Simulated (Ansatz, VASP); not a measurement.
**One calculation of Ti8C3N5, two programs**

INCAR

```
PREC = Accurate ; ENCUT = 520
EDIFF = 1E-7 ; ISMEAR = 0
SIGMA = 0.1 ; LREAL = Auto
LASPH = True ; NELM = 100
ALGO = Normal ; ISIF = 2
LWAVE = False ; LCHARG = True
GGA = PS ; LELF = True
LVHAR = True ; NBANDS = 80
```

KPOINTS

```
Automatic mesh
0
Gamma
  8 8 8
```

POSCAR

```
Ti8C3N5
1.0
   -4.2344525415      4.2344525415      0.0000000000
   -4.2344525415      0.0000000000      4.2344525415
    0.0049980556      4.2394505971      4.2394505971
Ti N C
8 5 3
Direct
   -0.0000625560     -0.0000625560      0.0022079071
    0.4979172050     -0.0000625560      0.0022079071
   -0.0000625560      0.4979172050      0.0022079071
   -0.0000024070     -0.0000024070      0.5000072209
    0.5000024070      0.5000024070     -0.0000072209
    0.5000625560      0.0020827950      0.4977920929
    0.0020827950      0.5000625560      0.4977920929
    0.5000625560      0.5000625560      0.4977920929
    0.7500000000      0.7500000000      0.7500000000
    0.2500000000      0.7500000000      0.7500000000
    0.7500000000      0.2500000000      0.7500000000
    0.7500000000      0.7500000000      0.2500000000
    0.2500000000      0.2500000000      0.7500000000
    0.2500000000      0.7500000000      0.2500000000
    0.7500000000      0.2500000000      0.2500000000
    0.2500000000      0.2500000000      0.2500000000
```

Input for Ansatz:

```yaml
crystal:
  lattice:
    - [-4.2344525415, 4.2344525415, 0.0]
    - [-4.2344525415, 0.0, 4.2344525415]
    - [0.0049980556, 4.2394505971, 4.2394505971]
  atoms:
    - { symbol: Ti, position: [-6.2556e-05, -6.2556e-05, 0.0022079071] }
    - { symbol: Ti, position: [0.497917205, -6.2556e-05, 0.0022079071] }
    - { symbol: Ti, position: [-6.2556e-05, 0.497917205, 0.0022079071] }
    - { symbol: Ti, position: [-2.407e-06, -2.407e-06, 0.5000072209] }
    - { symbol: Ti, position: [0.500002407, 0.500002407, -7.2209e-06] }
    - { symbol: Ti, position: [0.500062556, 0.002082795, 0.4977920929] }
    - { symbol: Ti, position: [0.002082795, 0.500062556, 0.4977920929] }
    - { symbol: Ti, position: [0.500062556, 0.500062556, 0.4977920929] }
    - { symbol: "N", position: [0.75, 0.75, 0.75] }
    - { symbol: "N", position: [0.25, 0.75, 0.75] }
    - { symbol: "N", position: [0.75, 0.25, 0.75] }
    - { symbol: "N", position: [0.75, 0.75, 0.25] }
    - { symbol: "N", position: [0.25, 0.25, 0.75] }
    - { symbol: C, position: [0.25, 0.75, 0.25] }
    - { symbol: C, position: [0.75, 0.25, 0.25] }
    - { symbol: C, position: [0.25, 0.25, 0.25] }
basis:
  ecutwfc: 420
kpoints:
  mp_grid: { grid: [8, 8, 8] }
  band_path: { path: [[0.0, 0.0, 0.0], [0.05, 0.0, 0.0]], npoints: 1 }
hamiltonian:
  xc: pbesol
scf:
  occupations: { method: gaussian, width: 0.1 }
  n_extra_bands: 11
output:
  forces: true
  stress: true
  eigenvalues: true
  write_density: true
  write_potential: true
  elf: true
  volumetric_format: npy
```

Alike in both runs: task single point; functional PBEsol; k mesh 8 × 8 × 8; occupations gaussian, width 0.1 eV; no spin polarisation.

|  | VASP | Ansatz |
| --- | --- | --- |
| version | VASP 6.6.1 | Ansatz 0.2.0 |
| potentials or method | VASP PAW PBE potentials, release 64 (Ti_sv, N, C), cutoff 520 eV | scalar-relativistic, plane waves, PAW |
| valence electrons in the cell | 133 | 133 |

VASP gave:

```
gap on the k mesh at the Fermi level (eV) : none
pressure (GPa)                            : 0.3
rms of the force components (eV/Å)        : 0.004
```

What did Ansatz give for the same quantities?

gap on the k mesh at the Fermi level (eV): none; pressure (GPa): 0.0; rms of the force components (eV/Å): 0.001.

VASP's potentials were made for PBE, not for PBEsol. Atom by atom the forces differ by 0.003 eV/Å (rms over components). A gap of «none» marks a metal or a gap that the smearing closes. The functional is the same, so the differences come from potentials, cutoffs and numerics.
